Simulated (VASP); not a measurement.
# Tl (Im-3m) in VASP: a series of runs, part 2 of 2

VASP 6.6.1. The steps go on from the part before.

### 4 Electric field gradients, PBE (volume scaled by 1.02)

INCAR reads:

```
SYSTEM = Tl
PREC = Accurate
ENCUT = 520
EDIFF = 1E-8
ISMEAR = -1
SIGMA = 0.03
LREAL = .False.
LASPH = .True.
NELM = 60
ALGO = Normal
ISIF = 2
LWAVE = .False.
LCHARG = .False.
GGA = PE
LEFG = .True.
NBANDS = 12
```

KPOINTS reads:

```
regular mesh
0
Gamma
  13 13 13
  0 0 0
```

POSCAR reads:

```
Tl
1.0
   -1.9689491614      1.9689491614      1.9689491614
    1.9689491614     -1.9689491614      1.9689491614
    1.9689491614      1.9689491614     -1.9689491614
Tl
1
Direct
    0.0000000000      0.0000000000      0.0000000000
```

Potentials or basis: VASP PAW PBE potentials, release 64 (Tl_d).

Launch:

```
$ cat potpaw_PBE.64/Tl_d/POTCAR > POTCAR
$ mpirun -np 1 vasp_std > vasp.out
```

OUTCAR:

```text
SYSTEM = Tl
   PREC = Accurate
   ENCUT = 520
   EDIFF = 1E-8
   ISMEAR = -1
   LREAL = .False.
   LASPH = .True.
   NELM = 60
   ISIF = 2
   GGA = PE

 ion  position               nearest neighbor table
   1  0.000  0.000  0.000-

  LATTYP: Found a body centered cubic cell.
 ALAT       =     3.9378983228

  Lattice vectors:

 A1 = (  -1.9689491614,   1.9689491614,   1.9689491614)
 A2 = (   1.9689491614,  -1.9689491614,   1.9689491614)
 A3 = (   1.9689491614,   1.9689491614,  -1.9689491614)

[... 564 lines left out ...]
    total drift:                               -0.000000     -0.000000     -0.000000

  FREE ENERGIE OF THE ION-ELECTRON SYSTEM (eV)
  ---------------------------------------------------
  free  energy   TOTEN  =        -2.2168990044 eV

  energy  without entropy=       -2.2142431448  energy(sigma->0) =       -2.21557107

 Electric field gradients (V/A^2)
---------------------------------------------------------------------
 ion       V_xx      V_yy      V_zz      V_xy      V_xz      V_yz
---------------------------------------------------------------------
   1      -0.000     0.000     0.000    -0.000    -0.000    -0.000
---------------------------------------------------------------------

 Electric field gradients after diagonalization (V/A^2)
 (convention: |V_zz| > |V_xx| > |V_yy|)
----------------------------------------------------------------------
 ion       V_xx      V_yy      V_zz     asymmetry (V_yy - V_xx)/ V_zz
----------------------------------------------------------------------
   1       0.000     0.000    -0.000       0.000
----------------------------------------------------------------------

           NMR quadrupolar parameters

 Cq : quadrupolar parameter    Cq=e*Q*V_zz/h
 eta: asymmetry parameters     (V_yy - V_xx)/ V_zz
 Q  : nuclear electric quadrupole moment in mb (millibarn)
----------------------------------------------------------------------
 ion       Cq(MHz)       eta       Q (mb)
----------------------------------------------------------------------
   1      -0.000       0.000       1.000
----------------------------------------------------------------------
```

stdout:

```text
POSCAR found type information on POSCAR Tl
 POSCAR found :  1 types and       1 ions
 scaLAPACK will be used
 LDA part: xc-table for (Slater+PW92), standard interpolation
 POSCAR, INCAR and KPOINTS ok, starting setup
 FFT: planning ... GRIDC
 FFT: planning ... GRID_SOFT
 FFT: planning ... GRID
 WAVECAR not read
 entering main loop
ion   1
```

Run time: 17 s. Hardware: 1 thread of Intel Xeon Platinum 8488C (Sapphire Rapids), shared host; peak memory 0.17 GiB.

Results:

* Free energy: -2.2169 eV
* Pressure: 0.8 GPa

Levels at points of the mesh, in eV from the Fermi level:
| k point | band 3 | band 4 | band 5 | band 6 | band 7 | band 8 | band 9 | band 10 |
| --- | --- | --- | --- | --- | --- | --- | --- | --- |
| (0.00, 0.00, 0.00) | -11.57 | -11.20 | -11.20 | -9.59 | 10.18 | 10.18 | 10.18 | 12.20 |

Caveat: without QUAD_EFG the Cq values of the log hold for a quadrupole moment of 1 mb, not for the nuclei; spin-orbit coupling is left out, which moves the levels of the heavy elements.

### 5 Electric field gradients, PBE (volume scaled by 1.04)

INCAR reads:

```
SYSTEM = Tl
PREC = Accurate
ENCUT = 520
EDIFF = 1E-8
ISMEAR = -1
SIGMA = 0.03
LREAL = .FALSE.
LASPH = .TRUE.
NELM = 100
ALGO = Normal
ISIF = 2
LWAVE = .FALSE.
LCHARG = .FALSE.
GGA = PE
LEFG = .TRUE.
NBANDS = 12
```

KPOINTS reads:

```
regular mesh
0
G
  13 13 13
  0 0 0
```

POSCAR reads:

```
Tl
1.0
   -1.9817349039      1.9817349039      1.9817349039
    1.9817349039     -1.9817349039      1.9817349039
    1.9817349039      1.9817349039     -1.9817349039
Tl
1
Direct
    0.0000000000      0.0000000000      0.0000000000
```

Potentials or basis: VASP PAW PBE potentials, release 64 (Tl_d).

Launch:

```
$ cat potpaw_PBE.64/Tl_d/POTCAR > POTCAR
$ mpirun -np 1 vasp_std > vasp.out
```

OUTCAR:

```text
SYSTEM = Tl
   PREC = Accurate
   ENCUT = 520
   EDIFF = 1E-8
   ISMEAR = -1
   LREAL = .FALSE.
   LASPH = .TRUE.
   NELM = 100
   ISIF = 2
   GGA = PE

 ion  position               nearest neighbor table
   1  0.000  0.000  0.000-

  LATTYP: Found a body centered cubic cell.
 ALAT       =     3.9634698078

  Lattice vectors:

 A1 = (  -1.9817349039,   1.9817349039,   1.9817349039)
 A2 = (   1.9817349039,  -1.9817349039,   1.9817349039)
 A3 = (   1.9817349039,   1.9817349039,  -1.9817349039)

Analysis of symmetry for initial positions (statically):
=====================================================================
 Subroutine PRICEL returns:
 Original cell was already a primitive cell.

 Routine SETGRP: Setting up the symmetry group for a
 body centered cubic supercell.

 Subroutine GETGRP returns: Found 48 space group operations
[... 9 lines left out ...]

[... 531 lines left out ...]

 VOLUME and BASIS-vectors are now :
 -----------------------------------------------------------------------------
  energy-cutoff  :      520.00
  volume of cell :       31.13
      direct lattice vectors                 reciprocal lattice vectors
    -1.981734904  1.981734904  1.981734904     0.000000000  0.252304180  0.252304180
     1.981734904 -1.981734904  1.981734904     0.252304180  0.000000000  0.252304180
     1.981734904  1.981734904 -1.981734904     0.252304180  0.252304180  0.000000000

 POSITION                                       TOTAL-FORCE (eV/Angst)
 -----------------------------------------------------------------------------------
      0.00000      0.00000      0.00000         0.000000      0.000000      0.000000
 -----------------------------------------------------------------------------------
    total drift:                               -0.000000     -0.000000      0.000000

  FREE ENERGIE OF THE ION-ELECTRON SYSTEM (eV)
  ---------------------------------------------------
  free  energy   TOTEN  =        -2.2189989165 eV

  energy  without entropy=       -2.2163381462  energy(sigma->0) =       -2.21766853

 Electric field gradients (V/A^2)
---------------------------------------------------------------------
 ion       V_xx      V_yy      V_zz      V_xy      V_xz      V_yz
---------------------------------------------------------------------
   1      -0.000     0.000     0.000    -0.000    -0.000    -0.000
---------------------------------------------------------------------

 Electric field gradients after diagonalization (V/A^2)
 (convention: |V_zz| > |V_xx| > |V_yy|)
----------------------------------------------------------------------
 ion       V_xx      V_yy      V_zz     asymmetry (V_yy - V_xx)/ V_zz
----------------------------------------------------------------------
   1       0.000     0.000    -0.001       0.000
----------------------------------------------------------------------

           NMR quadrupolar parameters

 Cq : quadrupolar parameter    Cq=e*Q*V_zz/h
 eta: asymmetry parameters     (V_yy - V_xx)/ V_zz
 Q  : nuclear electric quadrupole moment in mb (millibarn)
----------------------------------------------------------------------
 ion       Cq(MHz)       eta       Q (mb)
----------------------------------------------------------------------
   1      -0.000       0.000       1.000
----------------------------------------------------------------------
```

stdout:

```text
POSCAR found type information on POSCAR Tl
 POSCAR found :  1 types and       1 ions
 scaLAPACK will be used
 LDA part: xc-table for (Slater+PW92), standard interpolation
 POSCAR, INCAR and KPOINTS ok, starting setup
 FFT: planning ... GRIDC
 FFT: planning ... GRID_SOFT
 FFT: planning ... GRID
 WAVECAR not read
 entering main loop
ion   1
```

Wall time 16 s (1 thread of Intel Xeon Platinum 8488C (Sapphire Rapids), shared host); peak memory 0.17 GiB.

Results:

- Free energy: -2.2190 eV
- Pressure: 0.2 GPa

Caveat: without QUAD_EFG the Cq values of the log hold for a quadrupole moment of 1 mb, not for the nuclei; spin-orbit coupling is left out, which moves the levels of the heavy elements.

### 6 Summary

| cell | gap on the mesh (eV) | pressure (GPa) |
| --- | --- | --- |
| a = 3.342 Å, angles 109.5°, 1 atom | none | 2.9 |
| a = 3.365 Å, angles 109.5°, 1 atom | none | 2.1 |
| a = 3.410 Å, angles 109.5°, 1 atom | none | 0.8 |
| a = 3.432 Å, angles 109.5°, 1 atom | none | 0.2 |

Alike in all rows: task electric field gradients; level PBE; potentials or basis VASP PAW PBE potentials, release 64 (Tl_d); no spin polarisation; k mesh 13 × 13 × 13; cutoff (eV) 520; smearing fermi-dirac 0.03 eV.

Caveats: spin-orbit coupling is left out, which moves the levels of the heavy elements.

Absolute energies hang on the potentials; compare differences alone.
